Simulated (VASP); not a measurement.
A run of VASP 6.6.1:

The input INCAR:

```
PREC = Accurate
ENCUT = 600
EDIFF = 1E-7
ISMEAR = -1
SIGMA = 0.02
LREAL = F
LASPH = T
NELM = 100
ALGO = Normal
ISIF = 3
LWAVE = F
LCHARG = F
GGA = PS
IBRION = 2
NSW = 80
EDIFFG = -0.01
```

Contents of KPOINTS:

```
regular mesh
0
Gamma
  6 6 8
```

Contents of POSCAR:

```
HfO2
1.0
    4.8135330000      0.0000000000      0.0000000000
    0.0000000000      4.8135330000      0.0000000000
    0.0000000000      0.0000000000      3.2054150000
Hf O
2 4
Direct
    0.0000000000      0.0000000000      0.0000000000
    0.5000000000      0.5000000000      0.5000000000
    0.1949550000      0.8050450000      0.5000000000
    0.3050450000      0.3050450000      0.0000000000
    0.6949550000      0.6949550000      0.0000000000
    0.8050450000      0.1949550000      0.5000000000
```

Potentials or basis: VASP PAW PBE potentials, release 64 (Hf_pv, O).

The run is started by

```bash
$ cat potpaw_PBE.64/Hf_pv/POTCAR potpaw_PBE.64/O/POTCAR > POTCAR
$ mpirun -np 1 vasp_std > vasp.out
```

Hardware: 1 thread of Intel(R) Xeon(R) Platinum 8259CL CPU @ 2.50GHz (Skylake/Cascade Lake) (shared host).

Question: How long does it take, and how much memory?

Answer: Run time: 3.9 min on 1 thread of Intel(R) Xeon(R) Platinum 8259CL CPU @ 2.50GHz (Skylake/Cascade Lake) (shared host), peak memory 0.27 GiB. Counts: scf iterations 36, k points 50, ion steps 3.
